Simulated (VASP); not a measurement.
A run of VASP 6.6.1:

Contents of INCAR:

```
SYSTEM = BAs
PREC = Accurate
ENCUT = 500
EDIFF = 1E-6
ISMEAR = -1
SIGMA = 0.2
LREAL = .FALSE.
LASPH = .TRUE.
NELM = 120
ALGO = Normal
ISIF = 2
LWAVE = .FALSE.
LCHARG = .TRUE.
LELF = .TRUE.
LVHAR = .TRUE.
NBANDS = 11
GGA_COMPAT = .FALSE.
```

File KPOINTS:

```
Automatic mesh
0
G
  10 10 10
  0 0 0
```

The input POSCAR:

```
BAs
1.0
    0.0000000000      2.3885000000      2.3885000000
    2.4601550000      0.0000000000      2.3885000000
    2.4601550000      2.3885000000      0.0000000000
B As
1 1
Direct
    0.0000000000      0.0000000000      0.0000000000
    0.7500000000      0.7500000000      0.7500000000
```

Potentials or basis: VASP PAW LDA potentials, release 64 (B, As).

Run with:

```console
$ cat potpaw_LDA.64/B/POTCAR potpaw_LDA.64/As/POTCAR > POTCAR
$ mpirun -np 1 vasp_std > vasp.out
```

Hardware: 1 thread of Intel(R) Xeon(R) Platinum 8488C (Sapphire Rapids), with other jobs on the host.

Task: How long does it take, and how much memory?

Result: Run time: 23 s on 1 thread of Intel(R) Xeon(R) Platinum 8488C (Sapphire Rapids), with other jobs on the host, peak memory 0.16 GiB. Counts: scf iterations 12, k points 102.
